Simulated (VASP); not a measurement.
Cu: relaxation of cell and atoms with LDA

Crystal: Cu.

```
CELL_PARAMETERS angstrom
0.00000 1.75916 1.75916
1.75916 0.00000 1.75916
1.75916 1.75916 0.00000
ATOMIC_POSITIONS crystal
Cu 0.00000 0.00000 0.00000
```

```json
{"Program": "VASP 6.6.1", "Task": "relaxation of cell and atoms", "Functional": "LDA", "Potentials or basis": "VASP PAW LDA potentials, release 64 (Cu)", "Cutoff": "600 eV", "k mesh": "26 × 26 × 26", "Occupations": "fermi-dirac, width 0.1 eV", "Spin": "no spin polarisation", "Target pressure": "4 GPa", "Dipole correction": "no", "Further INCAR settings": "ALGO = Normal; EDIFF = 1e-06; IBRION = 2; EDIFFG = -0.002; NSW = 100; ISIF = 3"}
```

```json
{
  "Relaxed volume": "10.72 Å³/atom",
  "Relaxed cell": "a = 2.475 Å, b = 2.475 Å, c = 2.475 Å, α = 60.00°, β = 60.00°, γ = 60.00°",
  "Space group after relaxing (to 0.05 Å)": "Fm-3m (No. 225)",
  "Energy change on relaxing (the enthalpy is what falls)": "+2.5 meV/atom",
  "Ionic steps": "5",
  "Pressure after relaxing": "4.0 GPa"
}
```

Step by step:
```tsv
step	energy change (eV)	largest force (eV/Å)	pressure (GPa)	volume (Å³)
1	0.0000	0.0000	0.92	10.89
2	0.0080	0.0000	7.11	10.56
3	0.0026	0.0000	3.97	10.72
4	0.0027	0.0000	4.05	10.71
5	0.0025	0.0000	4.00	10.72
```

Final structure:
```cif
data_structure
_symmetry_space_group_name_H-M 'P 1'
_symmetry_Int_Tables_number 1
_cell_length_a 2.4749
_cell_length_b 2.4749
_cell_length_c 2.4749
_cell_angle_alpha 60.000
_cell_angle_beta 60.000
_cell_angle_gamma 60.000
_cell_volume 10.72
loop_
_atom_site_label
_atom_site_type_symbol
_atom_site_fract_x
_atom_site_fract_y
_atom_site_fract_z
_atom_site_occupancy
Cu1 Cu 0.00000 0.00000 0.00000 1
```

Levels at points of the mesh, in eV from the Fermi level:
| k point | band 4 | band 5 | band 6 | band 7 | band 8 | band 9 |
| --- | --- | --- | --- | --- | --- | --- |
| (0.00, 0.00, 0.00) | -3.42 | -2.44 | -2.44 | 23.42 | 26.67 | 26.67 |
| (0.50, 0.00, 0.00) | -1.78 | -1.78 | -1.30 | 4.21 | 21.89 | 23.43 |
| (0.50, 0.50, 0.00) | -1.62 | -1.62 | 1.39 | 7.79 | 13.74 | 13.74 |

It took 51 s on 1 thread of Intel(R) Xeon(R) 6975P-C (Granite Rapids) (shared host), peak memory 0.18 GiB.

Caveat: the cell is relaxed towards a set pressure, so the enthalpy falls and the energy may rise. Zero-point motion and thermal expansion aren't in these numbers.
